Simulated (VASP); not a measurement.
Input of a VASP 6.6.1 run:

File POSCAR:

```
NaCl
1.0
    0.0000000000      3.0560860811      3.0560860811
    3.0560860811      0.0000000000      3.0560860811
    3.0560860811      3.0560860811      0.0000000000
Na Cl
1 1
Direct
    0.0000000000      0.0000000000      0.0000000000
    0.2500000000      0.2500000000      0.2500000000
```

Contents of INCAR.step1:

```
PREC     = Accurate       # precision mode
ENCUT    = 520            # plane-wave cutoff, eV
ISMEAR   = 0              # smearing method
SIGMA    = 0.01           # smearing width, eV
LREAL    = F              # projectors in reciprocal space
LASPH    = T              # aspherical terms in the spheres
NELM     = 80             # most SCF steps
NBANDS   = 14             # bands
GGA      = PE             # functional
ALGO     = Normal         # electronic algorithm
EDIFF    = 1E-4           # SCF threshold, eV
LWAVE    = T              # write WAVECAR
LCHARG   = F              # write CHGCAR
```

INCAR.step2

```
PREC     = Accurate       # precision mode
ENCUT    = 520            # plane-wave cutoff, eV
EDIFF    = 1E-6           # SCF threshold, eV
ISMEAR   = 0              # smearing method
SIGMA    = 0.01           # smearing width, eV
LREAL    = F              # projectors in reciprocal space
LASPH    = T              # aspherical terms in the spheres
NELM     = 80             # most SCF steps
ALGO     = Normal         # electronic algorithm
ISIF     = 2              # what is computed and relaxed
LWAVE    = F              # write WAVECAR
LCHARG   = T              # write CHGCAR
METAGGA  = R2SCAN         # meta-GGA
LMIXTAU  = T            
LELF     = T              # ELF
LVHAR    = T            
NBANDS   = 14             # bands
ISTART   = 1
```

File KPOINTS:

```
Automatic mesh
0
Gamma
  6 6 6
```

Potentials or basis: VASP PAW PBE potentials, release 64 (Na_pv, Cl).

Run with:

```sh
$ cat potpaw_PBE.64/Na_pv/POTCAR potpaw_PBE.64/Cl/POTCAR > POTCAR
$ cp INCAR.step1 INCAR
$ mpirun -np 1 vasp_std > vasp.out
$ cp INCAR.step2 INCAR
$ mpirun -np 1 vasp_std > vasp.out
```

Predict the pressure.

0.5 GPa.

Estimate the band gap on the k mesh.

5.64 eV, direct.

Caveat: the PAW data sets were made with another functional, which shifts forces and pressure a little.
